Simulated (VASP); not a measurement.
# O (R-3m) in VASP: relaxation of cell and atoms with PBE

Aim: the relaxation of cell and atoms of O with PBE.

Everything below comes from runs of VASP 6.6.1. Logs are shortened: lines on timing, memory, paths and dates and some standing lists are left out, and cuts for length are marked.

## Step 1: The cell of the first run

The structure is trigonal, space group R-3m (No. 166). Conventional cell: a = 3.527 Å, b = 3.527 Å, c = 11.646 Å, α = 90.00°, β = 90.00°, γ = 120.00°. Within 1.6 Å of O (site symmetry 3m) lie 1 O at 1.22 Å.

## Step 2: Relaxation of cell and atoms, PBE, collinear spin, ferromagnetic start

INCAR reads:

```
SYSTEM = O
PREC = Accurate ; ENCUT = 910
EDIFF = 1E-7 ; ISMEAR = 0
SIGMA = 0.02 ; LREAL = .False.
LASPH = .True. ; NELM = 200
ALGO = Normal ; ISIF = 3
LWAVE = .False. ; LCHARG = .False.
ISPIN = 2 ; MAGMOM = 0.61 0.61
LORBIT = 11 ; GGA = PE
IBRION = 2 ; NSW = 70
EDIFFG = -0.005 ; GGA_COMPAT = .False.
NELMIN = 4
```

KPOINTS reads:

```
regular mesh
0
Gamma
  9 9 9
  0 0 0
```

POSCAR reads:

```
O
1.0
    1.7637033856      1.0182746245      3.8818702962
   -1.7637033856      1.0182746245      3.8818702962
    0.0000000000     -2.0365492489      3.8818702962
O
2
Direct
    0.9476824978      0.9476824978      0.9476824978
    0.0523175022      0.0523175022      0.0523175022
```

Potentials or basis: VASP PAW PBE potentials, release 64 (O_h).

The run is started by

```sh
$ cat potpaw_PBE.64/O_h/POTCAR > POTCAR
$ mpirun -np 1 vasp_std > vasp.out
```

OUTCAR:

```text
SYSTEM = O
   PREC = Accurate
   ENCUT = 910
   EDIFF = 1E-7
   ISMEAR = 0
   LREAL = .False.
   LASPH = .True.
   NELM = 200
   ISIF = 3
   ISPIN = 2
   LORBIT = 11
   GGA = PE
   IBRION = 2
   NSW = 70
   EDIFFG = -0.005
   NELMIN = 4

 ion  position               nearest neighbor table
   1  0.948  0.948  0.948-   2 1.22
   2  0.052  0.052  0.052-   1 1.22

  LATTYP: Found a trigonal (rhomboedric) cell.
 ALAT       =     4.3836571307
 COS(alpha) =     0.6762513723

  Lattice vectors:

 A1 = (   1.7637033856,   1.0182746245,   3.8818702962)
 A2 = (  -1.7637033856,   1.0182746245,   3.8818702962)
 A3 = (   0.0000000000,  -2.0365492489,   3.8818702962)

Analysis of symmetry for initial positions (statically):
=====================================================================
 Subroutine PRICEL returns:
 Original cell was already a primitive cell.

 Routine SETGRP: Setting up the symmetry group for a
 trigonal (rhombohedral) supercell.

 Subroutine GETGRP returns: Found 12 space group operations
 (whereof 12 operations were pure point group operations)
 out of a pool of 12 trial point group operations.

The static configuration has the point symmetry D_3d.

Analysis of symmetry for dynamics (positions and initial velocities):
=====================================================================
 Subroutine PRICEL returns:
 Original cell was already a primitive cell.

 Routine SETGRP: Setting up the symmetry group for a
 trigonal (rhombohedral) supercell.

 Subroutine GETGRP returns: Found 12 space group operations
 (whereof 12 operations were pure point group operations)
 out of a pool of 12 trial point group operations.

The dynamic configuration has the point symmetry D_3d.

Analysis of structural, dynamic, and magnetic symmetry:
=====================================================================
 Subroutine PRICEL returns:
 Original cell was already a primitive cell.

 Routine SETGRP: Setting up the symmetry group for a
 trigonal (rhombohedral) supercell.

 Subroutine GETGRP returns: Found 12 space group operations
 (whereof 12 operations were pure point group operations)
 out of a pool of 12 trial point group operations.

The overall configuration has the point symmetry D_3d.

 Subroutine INISYM returns: Found 12 space group operations
 (whereof 12 operations are pure point group operations),
 and found     1 'primitive' translations

----------------------------------------------------------------------------------------

                                     Primitive cell

  volume of cell :      41.8295

  direct lattice vectors                    reciprocal lattice vectors
     1.763703386  1.018274625  3.881870296     0.283494381  0.163675557  0.085869261
    -1.763703386  1.018274625  3.881870296    -0.283494381  0.163675557  0.085869261
     0.000000000 -2.036549249  3.881870296     0.000000000 -0.327351115  0.085869261

  length of vectors
     4.383657131  4.383657131  4.383657131     0.338426184  0.338426184  0.338426184

  position of ions in fractional coordinates (direct lattice)
     0.947682498  0.947682498  0.947682498
     0.052317502  0.052317502  0.052317502

  ion indices of the primitive-cell ions
   primitive index   ion index
                 1           1
                 2           2

----------------------------------------------------------------------------------------

 KPOINTS: regular mesh

Automatic generation of k-mesh.
 Grid dimensions read from file:
 generate k-points for:    9    9    9

 Generating k-lattice:

  Cartesian coordinates                     Fractional coordinates (reciprocal lattice)
     0.031499376  0.018186173  0.009541029     0.111111111  0.000000000 -0.000000000
    -0.031499376  0.018186173  0.009541029     0.000000000  0.111111111 -0.000000000
     0.000000000 -0.036372346  0.009541029     0.000000000  0.000000000  0.111111111

  Length of vectors
     0.037602909  0.037602909  0.037602909

  Shift w.r.t. Gamma in fractional coordinates (k-lattice)
     0.000000000  0.000000000  0.000000000

 Subroutine IBZKPT returns following result:
 ===========================================

 Found     85 irreducible k-points:

 Following reciprocal coordinates:
            Coordinates               Weight
  0.000000  0.000000  0.000000      1.000000
  0.111111 -0.000000 -0.000000      6.000000
  0.222222 -0.000000 -0.000000      6.000000
  0.333333 -0.000000 -0.000000      6.000000
  0.444444 -0.000000 -0.000000      6.000000
  0.111111  0.111111 -0.000000      6.000000
[... 16 lines left out ...]
 -0.333333  0.333333  0.000000      6.000000
  0.444444  0.444444 -0.000000      6.000000
 [... further k-points ...]
   k-points           NKPTS =     85   k-points in BZ     NKDIM =     85   number of bands    NBANDS=     11
   number of dos      NEDOS =    301   number of ions     NIONS =      2
   total plane-waves  NPLWV = 110592
   dimension x,y,z NGX =    48 NGY =   48 NGZ =   48
   dimension x,y,z NGXF=    96 NGYF=   96 NGZF=   96
   ions per type =               2
   NGX,Y,Z   is equivalent  to a cutoff of  18.20, 18.20, 18.20 a.u.
   NGXF,Y,Z  is equivalent  to a cutoff of  36.41, 36.41, 36.41 a.u.
 SYSTEM =  O
   PREC   = accura    normal or accurate (medium, high low for compatibility)
   ISTART =      0    job   : 0-new  1-cont  2-samecut
   ICHARG =      2    charge: 1-file 2-atom 10-const
   ISPIN  =      2    spin polarized calculation?
   LNONCOLLINEAR =      F non collinear calculations
   LSORBIT =      F    spin-orbit coupling
   LASPH  =      T    aspherical Exc in radial PAW
   ENCUT  =  910.0 eV  66.88 Ry    8.18 a.u.  10.78 10.78 10.78*2*pi/ulx,y,z
   NELM   =    200;   NELMIN=  4; NELMDL= -5     # of ELM steps
   EDIFF  = 0.1E-06   stopping-criterion for ELM
   LREAL  =      F    real-space projection
   EDIFFG = -.5E-02   stopping-criterion for IOM
   NSW    =     70    number of steps for IOM
   IBRION =      2    ionic relax: 0-MD 1-quasi-New 2-CG
   NFREE  =      1    steps in history (QN), initial steepest desc. (CG)
   ISIF   =      3    stress and relaxation
   ISYM   =      2    0-nonsym 1-usesym 2-fastsym
   POTIM  = 0.5000    time-step for ionic-motion
   TEBEG  =    0.0;   TEEND  =   0.0 temperature during run
   PSTRESS=    0.0 pullay stress
   NELECT =      12.0000    total number of electrons
   NUPDOWN=      -1.0000    fix difference up-down
   EMIN   =  10.00;   EMAX   =-10.00  energy-range for DOS
   EFERMI =   0.00;   METHOD = LEGACY
   ISMEAR =     0;   SIGMA  =   0.02  broadening in eV -4-tet -1-fermi 0-gaus
   EFERMI_NEDOS =   21; number of points for ismear=-14 and -15
   IALGO  =     38    algorithm
   IMIX   =      4    mixing-type and parameters
     AMIX     =   0.40;   BMIX     =  1.00
     AMIX_MAG =   1.60;   BMIX_MAG =  1.00
  volume/ion in A,a.u.               =      20.91       141.14
  Fermi-wavevector in a.u.,A,eV,Ry     =   1.079711  2.040359 15.861354  1.165777
  Thomas-Fermi vector in A             =   2.215684
   LORBIT       =     11    0 simple, 1 ext, 2 COOP (PROOUT), +10 PAW based schemes
   GGA     = PE    functional components
   LHFCALC =     F    Hartree Fock is set to
   AEXX    =    0.0000 exact exchange contribution
   IVDW    =     0    specifies the selected vdW correction
   LEPSILON=     F    determine dielectric tensor
   LRPA    =     F    only Hartree local field effects (RPA)
 conjugate gradient relaxation of ions
 spin polarized calculation
 Gauss-broadening in eV      SIGMA  =   0.02
  energy-cutoff  :      910.00
  volume of cell :       41.83
 maximum number of plane-waves:      2625
 NGX is ok and might be reduce to    48
   NGX = 21   NGY = 21   NGZ = 21

--------------------------------------- Ionic step        1  -------------------------------------------

 number of electron      12.0000000 magnetization       2.0000034

 Free energy of the ion-electron system (eV)
  ---------------------------------------------------
  ext. energy  EPLUGINS =         0.00000000
  ---------------------------------------------------
  free energy    TOTEN  =       -10.05822154 eV

  energy without entropy =      -10.05822154  energy(sigma->0) =      -10.05822154

------------------------ aborting loop because EDIFF is reached ----------------------------------------

  FORCE on cell =-STRESS in cart. coord.  units (eV):
  Direction    XX          YY          ZZ          XY          YZ          ZX
  --------------------------------------------------------------------------------------
  -------------------------------------------------------------------------------------
  Total       -0.0073495     -0.0073495      0.0457593      0.0000000      0.0000000      0.0000000
  in kB       -0.2815057     -0.2815057      1.7526993      0.0000000      0.0000000      0.0000000
  external PRESSURE =       0.3965626 kB  Pullay stress =       0.0000000 kB
[... 237 lines left out ...]
  energy  without entropy=      -10.0581392057  energy(sigma->0) =      -10.05813921

--------------------------------------- Ionic step        8  -------------------------------------------

 number of electron      12.0000000 magnetization       2.0000000

 Free energy of the ion-electron system (eV)
  ---------------------------------------------------
  ext. energy  EPLUGINS =         0.00000000
  ---------------------------------------------------
  free energy    TOTEN  =       -10.05829472 eV

  energy without entropy =      -10.05829472  energy(sigma->0) =      -10.05829472

 E-fermi :  -2.6527     XC(G=0):  -6.6516

 val. band max:       -2.7748932158   @ k =   0.4444   0.4444   0.3333
 cond. band min:      -1.2077285847   @ k =   0.4444   0.4444  -0.0000
 fundamental gap:      1.5671646311
 Fermi energy:        -2.6526838910

 spin component 1

 k-point     1 :       0.0000    0.0000    0.0000
  band No.  band energies     occupation
      1     -28.9109      1.00000
      2     -16.7049      1.00000
      3     -10.0795      1.00000
      4      -9.3174      1.00000
      5      -9.3174      1.00000
      6      -2.8820      1.00000
      7      -2.8820      1.00000
      8       3.6104      0.00000
      9       8.0465      0.00000
     10      10.4592      0.00000
     11      12.3029      0.00000
[... 309 lines left out ...]
 k-point    24 :       0.4444    0.4444   -0.0000
  band No.  band energies     occupation
      1     -28.8544      1.00000
      2     -16.7857      1.00000
      3      -9.8630      1.00000
      4      -9.5218      1.00000
      5      -9.4892      1.00000
      6      -3.3914      1.00000
      7      -2.8173      1.00000
      8       6.0085      0.00000
      9       7.6230      0.00000
     10       9.1572      0.00000
     11       9.6126      0.00000

 [... further k-points ...]

 spin component 2

 k-point     1 :       0.0000    0.0000    0.0000
  band No.  band energies     occupation
      1     -27.7245      1.00000
      2     -14.8858      1.00000
      3      -9.2432      1.00000
      4      -7.3798      1.00000
      5      -7.3798      1.00000
      6      -0.4977      0.00000
      7      -0.4977      0.00000
      8       3.9873      0.00000
      9       9.0521      0.00000
     10      10.5037      0.00000
     11      12.8997      0.00000
[... 309 lines left out ...]
 k-point    24 :       0.4444    0.4444   -0.0000
  band No.  band energies     occupation
      1     -27.6647      1.00000
      2     -14.9921      1.00000
      3      -8.6335      1.00000
      4      -8.0447      1.00000
      5      -7.5898      1.00000
      6      -1.2077      0.00000
      7      -0.4083      0.00000
      8       6.7079      0.00000
      9       8.1165      0.00000
     10       9.8148      0.00000
     11      10.1140      0.00000

 [... further k-points ...]

------------------------ aborting loop because EDIFF is reached ----------------------------------------

  FORCE on cell =-STRESS in cart. coord.  units (eV):
  Direction    XX          YY          ZZ          XY          YZ          ZX
  --------------------------------------------------------------------------------------
  -------------------------------------------------------------------------------------
  Total        0.0070463      0.0070463     -0.0002850      0.0000000     -0.0000000      0.0000000
  in kB        0.2717742      0.2717742     -0.0109943      0.0000000     -0.0000000      0.0000000
  external PRESSURE =       0.1775180 kB  Pullay stress =       0.0000000 kB
[... 17 lines left out ...]
  FREE ENERGIE OF THE ION-ELECTRON SYSTEM (eV)
  ---------------------------------------------------
  free  energy   TOTEN  =       -10.0582947232 eV

  energy  without entropy=      -10.0582947232  energy(sigma->0) =      -10.05829472

 reached required accuracy - stopping structural energy minimisation

 total charge

# of ion       s       p       d       tot
------------------------------------------
    1        1.090   2.219   0.000   3.309
    2        1.090   2.219   0.000   3.309
--------------------------------------------------
tot          2.181   4.437   0.000   6.618

 magnetization (x)

# of ion       s       p       d       tot
------------------------------------------
    1        0.014   0.608   0.000   0.622
    2        0.014   0.608   0.000   0.622
--------------------------------------------------
tot          0.027   1.216   0.000   1.243
```

Run time: 14 min. Hardware: 1 thread of Intel Xeon Platinum 8488C (Sapphire Rapids), shared host; peak memory 0.46 GiB.

Results:

```
Free energy                                           : -10.0583 eV
Relaxed volume                                        : 20.77 Å³/atom
Relaxed cell                                          : a = 4.370 Å, b = 4.370 Å, c = 4.370 Å, α = 47.52°, β = 47.52°, γ = 47.52°
Space group after relaxing (to 0.1 Å)                 : R-3m (No. 166)
Energy gained by relaxing                             : 0.0 meV/atom
Ionic steps                                           : 8
Pressure after relaxing                               : 0.0 GPa
Largest force after relaxing                          : 0.003 eV/Å
Band gap on the k mesh                                : 1.57 eV (least direct gap 1.61 eV)
Net moment                                            : 2.00 μB per cell
Site moments                                          : O +0.62 μB
Valence electrons inside the program's atomic spheres : O 3.31
```

Forces on the atoms (eV/Å):
```
O    0.000  0.000 -0.003
O    0.000  0.000  0.003
```

Final structure:
```cif
data_structure
_symmetry_space_group_name_H-M 'P 1'
_symmetry_Int_Tables_number 1
_cell_length_a 4.3699
_cell_length_b 4.3699
_cell_length_c 4.3699
_cell_angle_alpha 47.522
_cell_angle_beta 47.522
_cell_angle_gamma 47.522
_cell_volume 41.54
loop_
_atom_site_label
_atom_site_type_symbol
_atom_site_fract_x
_atom_site_fract_y
_atom_site_fract_z
_atom_site_occupancy
O1 O 0.94747 0.94747 0.94747 1
O2 O 0.05253 0.05253 0.05253 1
```

Caveat: this functional lacks dispersion, which holds the molecules together, so the pressure and a relaxed volume are unreliable. A k mesh can miss the band edges.
